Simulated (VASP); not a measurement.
# BAs (F-43m) in VASP: a series of runs, part 2 of 3

VASP 6.6.1. The steps go on from the part before.

## 4. Vibrations by perturbation theory, LDA

This run uses another cell than the first one, of 10.64 Å³/atom, 0.895 times its volume.

INCAR

```
PREC = Accurate
ENCUT = 520
EDIFF = 1E-8
ISMEAR = 0
SIGMA = 0.01
LREAL = F
LASPH = T
NELM = 100
ALGO = Normal
ISIF = 2
LWAVE = F
LCHARG = F
IBRION = 8
NSW = 1
LEPSILON = T
```

KPOINTS

```
Automatic mesh
0
Gamma
  10 10 10
```

POSCAR

```
BAs
1.0
    0.0000000000      2.1991186244      2.1991186244
    2.1991186244      0.0000000000      2.1991186244
    2.1991186244      2.1991186244      0.0000000000
B As
1 1
Direct
    0.0000000000      0.0000000000      0.0000000000
    0.7500000000      0.7500000000      0.7500000000
```

Potentials or basis: VASP PAW LDA potentials, release 64 (B, As).

On the command line:

```console
$ cat potpaw_LDA.64/B/POTCAR potpaw_LDA.64/As/POTCAR > POTCAR
$ mpirun -np 1 vasp_std > vasp.out
```

OUTCAR:

```text
PREC = Accurate
   ENCUT = 520
   EDIFF = 1E-8
   ISMEAR = 0
   LREAL = F
   LASPH = T
   NELM = 100
   ISIF = 2
   IBRION = 8
   NSW = 1
   LEPSILON = T

 ion  position               nearest neighbor table
   1  0.000  0.000  0.000-   2 1.90   2 1.90   2 1.90   2 1.90
   2  0.750  0.750  0.750-   1 1.90   1 1.90   1 1.90   1 1.90

  LATTYP: Found a face centered cubic cell.
 ALAT       =     4.3982372488
[... 591 lines left out ...]
      0.000000  0.000000  0.000000    -0.000000    0.934837    0.000000
      3.298678  3.298678  3.298678     0.000000   -0.355078    0.000000
[... 21 lines left out ...]
   6 f/i=    0.000814 THz     0.005117 2PiTHz    0.027165 cm-1     0.003368 meV
             X         Y         Z           dx          dy          dz
      0.000000  0.000000  0.000000    -0.013045    0.354804   -0.004939
      3.298678  3.298678  3.298678    -0.034344    0.934115   -0.013003

--------------------------------------------------------------------------------------------------------

 MACROSCOPIC STATIC DIELECTRIC TENSOR IONIC CONTRIBUTION
 ------------------------------------------------------
           0.472915     0.000000     0.000000
           0.000000     0.472915     0.000000
           0.000000     0.000000     0.472915
 ------------------------------------------------------

 ELASTIC MODULI CONTR FROM IONIC RELAXATION (kBar)
 Direction    XX          YY          ZZ          XY          YZ          ZX
 --------------------------------------------------------------------------------
 XX          -0.0000     -0.0000     -0.0000     -0.0000     -0.0000      0.0000
 YY          -0.0000     -0.0000     -0.0000     -0.0000     -0.0000      0.0000
 ZZ          -0.0000     -0.0000     -0.0000     -0.0000     -0.0000      0.0000
 XY          -0.0000     -0.0000     -0.0000  -1107.8179     -0.0000     -0.0000
 YZ          -0.0000     -0.0000     -0.0000     -0.0000  -1107.8179     -0.0000
 ZX           0.0000      0.0000      0.0000     -0.0000     -0.0000  -1107.8179
 --------------------------------------------------------------------------------

 PIEZOELECTRIC TENSOR IONIC CONTR  for field in x, y, z        (C/m^2)
          XX          YY          ZZ          XY          YZ          ZX
  --------------------------------------------------------------------------------
  x     0.00000     0.00000     0.00000     0.00000     0.68108     0.00000
  y    -0.00000    -0.00000    -0.00000     0.00000     0.00000     0.68108
  z     0.00000     0.00000     0.00000     0.68108     0.00000     0.00000
```

stdout:

```text
POSCAR found type information on POSCAR B As
 POSCAR found :  2 types and       2 ions
 scaLAPACK will be used
 LDA part: xc-table for (Slater(with rela. corr.)+CA(PZ))
 , standard interpolation
 POSCAR, INCAR and KPOINTS ok, starting setup
 FFT: planning ... GRIDC
 FFT: planning ... GRID_SOFT
 FFT: planning ... GRID
 WAVECAR not read
 entering main loop
[... 23 lines left out ...]
  Direction:   3
 dielectric tensor                  component  3 :     1.572     2.042     9.178
 Linear response DOF=           2
 Linear response progress:
 first order change of Fermi-energy   0.15533E-03
 force on displaced ion       1 direction 1 : -26.761  -0.000  -0.000
 Born effective charge ion    1 direction 1 :  -1.232   0.000   0.000
 Linear response progress:
 first order change of Fermi-energy   0.57148E-04
 force on displaced ion       2 direction 1 : -26.756  -0.000  -0.000
 Born effective charge ion    2 direction 1 :   1.211   0.000   0.000
 Born effective charges drift removed
 Linear response finished
```

Run time: 1.9 min. Hardware: 1 thread of AMD EPYC 9R45 (Zen 5), shared host; peak memory 0.17 GiB.

Results:

* Electronic dielectric tensor (diagonal): 9.18
* Born charges (mean of the diagonal): B -1.22; As +1.22 e
* Highest phonon frequency at Γ, LO-TO splitting left out: 878 cm⁻¹

Phonon frequencies in cm⁻¹ (negative: imaginary):
```csv
q point,frequencies
"(0.000, 0.000, 0.000)",0 0 0 878 878 878
```

Electronic dielectric tensor:
```
9.18 0.00 0.00
0.00 9.18 0.00
0.00 0.00 9.18
```

Born effective charge tensors (e):
atom 1, B
```
-1.22  0.00  0.00
 0.00 -1.22  0.00
 0.00  0.00 -1.22
```
atom 2, As
```
1.22 0.00 0.00
0.00 1.22 0.00
0.00 0.00 1.22
```

Caveat: the cell wasn't relaxed at this level first, which shifts response properties.

## 5. Vibrations by perturbation theory, LDA

This run uses another cell than the first one, of 13.53 Å³/atom, 1.139 times its volume.

INCAR

```
PREC = Accurate
ENCUT = 520
EDIFF = 1E-8
ISMEAR = 0
SIGMA = 0.01
LREAL = False
LASPH = True
NELM = 100
ALGO = Normal
ISIF = 2
LWAVE = False
LCHARG = True
GGA = CA
NBANDS = 11
IBRION = 8
NSW = 1
LEPSILON = True
```

KPOINTS

```
regular mesh
0
Gamma
  10 10 10
```

POSCAR

```
BAs
1.0
    0.0000000000      2.3828389033      2.3828389033
    2.3828389033      0.0000000000      2.3828389033
    2.3828389033      2.3828389033      0.0000000000
B As
1 1
Direct
    0.0000000000      0.0000000000      0.0000000000
    0.7500000000      0.7500000000      0.7500000000
```

Potentials or basis: VASP PAW LDA potentials, release 64 (B, As).

On the command line:

```console
$ cat potpaw_LDA.64/B/POTCAR potpaw_LDA.64/As/POTCAR > POTCAR
$ mpirun -np 1 vasp_std > vasp.out
```

OUTCAR:

```text
PREC = Accurate
   ENCUT = 520
   EDIFF = 1E-8
   ISMEAR = 0
   LREAL = False
   LASPH = True
   NELM = 100
   ISIF = 2
   GGA = CA
   IBRION = 8
   NSW = 1
   LEPSILON = True

 ion  position               nearest neighbor table
   1  0.000  0.000  0.000-   2 2.06   2 2.06   2 2.06   2 2.06
   2  0.750  0.750  0.750-   1 2.06   1 2.06   1 2.06   1 2.06

  LATTYP: Found a face centered cubic cell.
 ALAT       =     4.7656778066

  Lattice vectors:

 A1 = (   0.0000000000,   2.3828389033,   2.3828389033)
 A2 = (   2.3828389033,   0.0000000000,   2.3828389033)
 A3 = (   2.3828389033,   2.3828389033,   0.0000000000)

Analysis of symmetry for initial positions (statically):
=====================================================================
 Subroutine PRICEL returns:
 Original cell was already a primitive cell.

 Routine SETGRP: Setting up the symmetry group for a
 face centered cubic supercell.

 Subroutine GETGRP returns: Found 24 space group operations
 (whereof 24 operations were pure point group operations)
 out of a pool of 48 trial point group operations.

The static configuration has the point symmetry T_d .

Analysis of symmetry for dynamics (positions and initial velocities):
=====================================================================
 Subroutine PRICEL returns:
 Original cell was already a primitive cell.

 Routine SETGRP: Setting up the symmetry group for a
 face centered cubic supercell.

 Subroutine GETGRP returns: Found 24 space group operations
[... 595 lines left out ...]
          XX          YY          ZZ          XY          YZ          ZX
  --------------------------------------------------------------------------------
  x     0.00000     0.00000    -0.00000     0.00000    -0.09183     0.00000
  y    -0.00000    -0.00000    -0.00000     0.00000     0.00000    -0.09183
  z    -0.00000     0.00000     0.00000    -0.09183     0.00000     0.00000

 BORN EFFECTIVE CHARGES (including local field effects) (in |e|, cummulative output)
 ---------------------------------------------------------------------------------
 ion    1
    1    -0.51421     0.00000     0.00000
    2     0.00000    -0.51421    -0.00000
    3    -0.00000    -0.00000    -0.51421
 ion    2
    1     0.51421     0.00000     0.00000
    2    -0.00000     0.51421     0.00000
    3     0.00000     0.00000     0.51421

 INTERNAL STRAIN TENSOR FOR ION    2 for displacements in x,y,z  (eV/Angst):
          X           Y           Z          XY          YZ          ZX
  --------------------------------------------------------------------------------
  x    -0.00000    -0.00000    -0.00000     0.00000     6.67545     0.00000
  y    -0.00000    -0.00000    -0.00000     0.00000     0.00000     6.67545
  z    -0.00000    -0.00000    -0.00000     6.67545     0.00000     0.00000

 SECOND DERIVATIVES (NOT SYMMETRIZED)
 ------------------------------------
               1X          1Y          1Z          2X          2Y          2Z
  1X   -16.537288    0.000000    0.000000   16.537288    0.000000    0.000000
  1Y     0.000000  -16.537288    0.000000    0.000000   16.537288    0.000000
  1Z     0.000000    0.000000  -16.537288    0.000000    0.000000   16.537288
  2X    16.533713    0.000000    0.000000  -16.533713    0.000000    0.000000
  2Y     0.000000   16.533713    0.000000    0.000000  -16.533713    0.000000
  2Z     0.000000    0.000000   16.533713    0.000000    0.000000  -16.533713

 Eigenvectors and eigenvalues of the dynamical matrix
 ----------------------------------------------------

   1 f  =   20.682991 THz   129.955067 2PiTHz  689.910330 cm-1    85.537941 meV
             X         Y         Z           dx          dy          dz
      0.000000  0.000000  0.000000     0.000000    0.934839    0.000000
      3.574258  3.574258  3.574258     0.000000   -0.355073    0.000000
[... 21 lines left out ...]
   6 f/i=    0.000742 THz     0.004663 2PiTHz    0.024756 cm-1     0.003069 meV
             X         Y         Z           dx          dy          dz
      0.000000  0.000000  0.000000     0.000000    0.000000   -0.355073
      3.574258  3.574258  3.574258     0.000000    0.000000   -0.934839

--------------------------------------------------------------------------------------------------------

 MACROSCOPIC STATIC DIELECTRIC TENSOR IONIC CONTRIBUTION
 ------------------------------------------------------
           0.106936    -0.000000     0.000000
          -0.000000     0.106936     0.000000
           0.000000     0.000000     0.106936
 ------------------------------------------------------

 ELASTIC MODULI CONTR FROM IONIC RELAXATION (kBar)
 Direction    XX          YY          ZZ          XY          YZ          ZX
 --------------------------------------------------------------------------------
 XX          -0.0000     -0.0000     -0.0000      0.0000      0.0000      0.0000
 YY          -0.0000     -0.0000     -0.0000      0.0000      0.0000      0.0000
 ZZ          -0.0000     -0.0000     -0.0000      0.0000      0.0000      0.0000
 XY           0.0000      0.0000      0.0000   -168.5571      0.0000      0.0000
 YZ           0.0000      0.0000      0.0000      0.0000   -168.5571      0.0000
 ZX           0.0000      0.0000      0.0000      0.0000      0.0000   -168.5571
 --------------------------------------------------------------------------------

 PIEZOELECTRIC TENSOR IONIC CONTR  for field in x, y, z        (C/m^2)
          XX          YY          ZZ          XY          YZ          ZX
  --------------------------------------------------------------------------------
  x    -0.00000    -0.00000    -0.00000     0.00000     0.12633     0.00000
  y    -0.00000    -0.00000    -0.00000     0.00000    -0.00000     0.12633
  z    -0.00000    -0.00000    -0.00000     0.12633     0.00000     0.00000
```

OSZICAR:

```text
N       E                     dE             d eps       ncg     rms          rms(c)
DAV:   1     0.111731417141E+02    0.11173E+02   -0.38019E+03  1034   0.643E+02
DAV:   2    -0.129200069023E+02   -0.24093E+02   -0.22519E+02  1360   0.104E+02
[... 133 lines left out ...]
RMM:   4    -0.378132847791E-01   -0.20924E-04   -0.20171E-04  6362   0.270E-02    0.314E-03
RMM:   5    -0.377930496615E-01    0.20235E-04   -0.23135E-05  6619   0.224E-03    0.808E-04
RMM:   6    -0.377878529147E-01    0.51967E-05   -0.20672E-06  6627   0.411E-04    0.138E-04
RMM:   7    -0.377867957281E-01    0.10572E-05    0.11695E-08  6722   0.817E-05    0.394E-05
RMM:   8    -0.377867521918E-01    0.43536E-07    0.12610E-09  6365   0.156E-05    0.156E-05
RMM:   9    -0.377868021468E-01   -0.49955E-07   -0.38649E-08  6834   0.566E-06    0.626E-07
RMM:  10    -0.377868006832E-01    0.14636E-08   -0.14665E-09  4413   0.610E-07    0.250E-07
 Linear response finished
```

It took 3.5 min on 1 thread of Intel Xeon Platinum 8488C (Sapphire Rapids), shared host; peak memory 0.26 GiB.

Results:

* Electronic dielectric tensor (diagonal): 9.82
* Born charges (mean of the diagonal): B -0.51; As +0.51 e
* Highest phonon frequency at Γ, LO-TO splitting left out: 690 cm⁻¹

Phonon frequencies in cm⁻¹ (negative: imaginary):
```
              q point        frequencies
(0.000, 0.000, 0.000)  0 0 0 690 690 690
```

Electronic dielectric tensor:
```
9.82 0.00 0.00
0.00 9.82 0.00
0.00 0.00 9.82
```

Born effective charge tensors (e):
atom 1, B
```
-0.51  0.00  0.00
 0.00 -0.51  0.00
 0.00  0.00 -0.51
```
atom 2, As
```
0.51 0.00 0.00
0.00 0.51 0.00
0.00 0.00 0.51
```

Caveat: the cell wasn't relaxed at this level first, which shifts response properties.

(Continued in part 3 of 3.)
